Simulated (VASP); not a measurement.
The system is SiC.

```
CELL_PARAMETERS angstrom
2.99423 0.00000 0.00000
-1.49711 2.59308 0.00000
0.00000 0.00000 2.92042
ATOMIC_POSITIONS crystal
Si 0.00000 0.00000 0.00000
C 0.66667 0.33333 0.50000
```

* Program: VASP 6.6.1
* Task: relaxation of cell and atoms
* Functional: PBE
* Potentials or basis: VASP PAW PBE potentials, release 64 (Si, C)
* Cutoff: 600 eV
* k mesh: 6 × 6 × 6
* Occupations: gaussian, width 0.1 eV
* Spin: no spin polarisation

At the start: pressure -27.2 GPa; volume 11.34 Å³/atom.

Question: Where does the relaxation end?

Answer: Over 8 steps the energy falls by 268.6 meV/atom and the volume is 9.10 Å³/atom (-19.8 %); space group P-6m2 (No. 187, to 0.05 Å).

Step by step:
```tsv
step	energy change (eV)	largest force (eV/Å)	pressure (GPa)	volume (Å³)
1	0.0000	0.0000	-27.16	22.67
2	-0.4274	0.0000	19.48	16.86
3	-0.5328	0.0000	-2.71	18.43
4	-0.5368	0.0000	-0.49	18.20
5	-0.5371	0.0000	0.63	18.11
6	-0.5370	0.0000	0.23	18.15
7	-0.5372	0.0000	0.45	18.13
8	-0.5373	0.0000	-0.28	18.19
```

Final structure:
```
Si C
1.0
     2.86477    0.00000    0.00000
    -1.43238    2.48096    0.00000
     0.00000    0.00000    2.55939
Si C
1 1
Direct
  0.00000 0.00000 0.00000
  0.66667 0.33333 0.50000
```

Caveat: the k points lie up to 0.42 Å⁻¹ apart in the final cell; the volume moved by over 15 % at a fixed basis, so the end points are rough.
